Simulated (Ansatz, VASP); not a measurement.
## One calculation of Cd2Ni, two programs

```
Cd Ni
1.0
     0.00000    3.86966    3.86966
     3.86966    0.00000    3.86966
     3.86966    3.86966    0.00000
Cd Ni
4 2
Cartesian
  4.8371 4.8371 4.8371
  4.8371 2.9022 2.9022
  2.9022 2.9022 4.8371
  2.9022 4.8371 2.9022
  0.0000 0.0000 0.0000
  1.9348 1.9348 1.9348
```

Alike in both runs: task single point; functional PBE; k mesh 4 × 4 × 4; occupations gaussian, width 0.1 eV; collinear spin.

```csv
,VASP,Ansatz
version,VASP 6.6.1,Ansatz 0.2.0
potentials or method,"VASP PAW PBE potentials, release 64 (Cd, Ni), cutoff 520 eV","scalar-relativistic, plane waves, PAW"
valence electrons in the cell,68,116
```

```tsv
	VASP	Ansatz	Ansatz less VASP
gap on the k mesh at the Fermi level (eV)	none	none	-
pressure (GPa)	0.4	-0.2	-0.64
net moment per atom (μB)	0.08	0.08	0.000
size of the moment on the site where the two differ most (μB)	0.26	0.26	+0.004
```

Site moments also hang on the region over which each program counts them. A gap of «none» marks a metal or a gap that the smearing closes. The functional is the same, so the differences come from potentials, cutoffs and numerics. VASP's potentials hold 68 valence electrons a cell and Ansatz's 116, so a difference there can come from the potentials and not from the codes.
